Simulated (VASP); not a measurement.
# AlNi3 (Fm-3m) in VASP: a series of runs, part 2 of 2

VASP 6.6.1. The steps go on from the part before.

## Step 6: Single point, PBE, collinear spin, ferromagnetic start (12.09 Å³/atom)

This run uses another cell than the first one, of 12.09 Å³/atom.

Contents of INCAR:

```
SYSTEM = AlNi3
PREC = Accurate
ENCUT = 520
EDIFF = 1E-6
ISMEAR = 0
SIGMA = 0.15
LREAL = .FALSE.
LASPH = .TRUE.
NELM = 150
ALGO = Fast
ISIF = 2
LWAVE = .FALSE.
LCHARG = .FALSE.
ISPIN = 2
MAGMOM = 0 0.25 0.25 0.25
LORBIT = 11
NUPDOWN = 0.75
LMAXMIX = 4
GGA = PE
NBANDS = 28
```

Contents of KPOINTS:

```
regular mesh
0
G
  14 14 14
  0 0 0
```

Contents of POSCAR:

```
AlNi3
1.0
    0.0000000000      2.8915329726      2.8915329726
    2.8915329726      0.0000000000      2.8915329726
    2.8915329726      2.8915329726      0.0000000000
Al Ni
1 3
Direct
    0.5000000000      0.5000000000      0.5000000000
    0.2500000000      0.2500000000      0.2500000000
    0.0000000000      0.0000000000      0.0000000000
    0.7500000000      0.7500000000      0.7500000000
```

Potentials or basis: VASP PAW PBE potentials, release 64 (Al, Ni).

Launch:

```console
$ cat potpaw_PBE.64/Al/POTCAR potpaw_PBE.64/Ni/POTCAR > POTCAR
$ mpirun -np 1 vasp_std > vasp.out
```

OUTCAR:

```text
SYSTEM = AlNi3
   PREC = Accurate
   ENCUT = 520
   EDIFF = 1E-6
   ISMEAR = 0
   LREAL = .FALSE.
   LASPH = .TRUE.
   NELM = 150
   ISIF = 2
   ISPIN = 2
   LORBIT = 11
   NUPDOWN = 0.75
   GGA = PE

 ion  position               nearest neighbor table
   1  0.500  0.500  0.500-   2 2.50   2 2.50   2 2.50   4 2.50   4 2.50   4 2.50   4 2.50   2 2.50
                             3 2.89   3 2.89   3 2.89   3 2.89   3 2.89   3 2.89
   2  0.250  0.250  0.250-   3 2.50   3 2.50   3 2.50   1 2.50   1 2.50   1 2.50   3 2.50   1 2.50
                             4 2.89   4 2.89   4 2.89   4 2.89   4 2.89   4 2.89
   3  0.000  0.000  0.000-   4 2.50   4 2.50   4 2.50   2 2.50   2 2.50   2 2.50   4 2.50   2 2.50
                             1 2.89   1 2.89   1 2.89   1 2.89   1 2.89   1 2.89
   4  0.750  0.750  0.750-   1 2.50   1 2.50   1 2.50   3 2.50   3 2.50   3 2.50   3 2.50   1 2.50
                             2 2.89   2 2.89   2 2.89   2 2.89   2 2.89   2 2.89

  LATTYP: Found a face centered cubic cell.
 ALAT       =     5.7830659452

  Lattice vectors:

 A1 = (   0.0000000000,   2.8915329726,   2.8915329726)
[... 1703 lines left out ...]
  --------------------------------------------------------------------------------------
  -------------------------------------------------------------------------------------
  Total       -2.5954364     -2.5954364     -2.5954364      0.0000000      0.0000000      0.0000000
  in kB      -86.0015998    -86.0015998    -86.0015998      0.0000000      0.0000000      0.0000000
  external PRESSURE =     -86.0015998 kB  Pullay stress =       0.0000000 kB

 VOLUME and BASIS-vectors are now :
 -----------------------------------------------------------------------------
  energy-cutoff  :      520.00
  volume of cell :       48.35
      direct lattice vectors                 reciprocal lattice vectors
     0.000000000  2.891532973  2.891532973    -0.172918658  0.172918658  0.172918658
     2.891532973  0.000000000  2.891532973     0.172918658 -0.172918658  0.172918658
     2.891532973  2.891532973  0.000000000     0.172918658  0.172918658 -0.172918658

 POSITION                                       TOTAL-FORCE (eV/Angst)
 -----------------------------------------------------------------------------------
      2.89153      2.89153      2.89153        -0.000000     -0.000000     -0.000000
      1.44577      1.44577      1.44577        -0.000000      0.000000     -0.000000
      0.00000      0.00000      0.00000        -0.000000     -0.000000     -0.000000
      4.33730      4.33730      4.33730         0.000000      0.000000      0.000000
 -----------------------------------------------------------------------------------
    total drift:                                0.000000     -0.000000      0.000000

  FREE ENERGIE OF THE ION-ELECTRON SYSTEM (eV)
  ---------------------------------------------------
  free  energy   TOTEN  =       -21.5849095434 eV

  energy  without entropy=      -21.5433704462  energy(sigma->0) =      -21.56413999

 total charge

# of ion       s       p       d       tot
------------------------------------------
    1        0.397   0.379   0.000   0.776
    2        0.449   0.451   8.396   9.297
    3        0.452   0.434   8.350   9.235
    4        0.449   0.451   8.396   9.297
--------------------------------------------------
tot          1.747   1.716  25.141  28.604

 magnetization (x)

# of ion       s       p       d       tot
------------------------------------------
    1       -0.001   0.003   0.000   0.002
    2        0.003   0.001   0.203   0.208
    3        0.002   0.002   0.326   0.330
    4        0.003   0.001   0.203   0.208
--------------------------------------------------
tot          0.008   0.007   0.733   0.748
```

stdout:

```text
POSCAR found type information on POSCAR AlNi
 POSCAR found :  2 types and       4 ions
 scaLAPACK will be used
 LDA part: xc-table for (Slater+PW92), standard interpolation
 POSCAR, INCAR and KPOINTS ok, starting setup
 FFT: planning ... GRIDC
 FFT: planning ... GRID_SOFT
 FFT: planning ... GRID
 WAVECAR not read
 entering main loop
WARNING in EDDRMM: call to ZHEGV failed, returncode =   8  4     28
```

It took 9.4 min on 1 thread of Oxide Virtual Turin-like, shared host; peak memory 0.29 GiB.

What came out:

```
Free energy                                           : -21.5849 eV
Pressure                                              : -8.6 GPa
Net moment                                            : 0.75 μB per cell
Site moments                                          : Al +0.00; Ni +0.21, +0.33 (each value once) μB
Valence electrons inside the program's atomic spheres : Al 0.78; Ni 9.30, 9.23 (each value once)
```

Caveat: the cell stands under tension; the total moment is fixed, so each spin has its own Fermi level and the state may be an excited one.

## Step 7: Summary

```csv
spin,fixed moment (μB),cell,pressure (GPa),moment (μB)
collinear,0.375,"a = 3.929 Å, angles 60.0°, 4 atoms",12.9,0.38
"collinear, ferromagnetic start",2.625,"a = 4.238 Å, angles 60.0°, 4 atoms",-16.6,2.63
"collinear, ferromagnetic start",1.875,"a = 4.238 Å, angles 60.0°, 4 atoms",-18.0,1.88
"collinear, ferromagnetic start",3.0,"a = 4.089 Å, angles 60.0°, 4 atoms",-3.5,3.00
"collinear, ferromagnetic start",0.75,"a = 4.089 Å, angles 60.0°, 4 atoms",-8.6,0.75
```

Alike in all rows: task single point; level PBE; potentials or basis VASP PAW PBE potentials, release 64 (Al, Ni); k mesh 14 × 14 × 14; cutoff (eV) 520; smearing gaussian 0.15 eV.

Caveats: the total moment is fixed, so each spin has its own Fermi level and the state may be an excited one; the cell stands under tension (at least some runs); the cell stands under pressure (at least some runs).

Absolute energies hang on the potentials; compare differences alone.
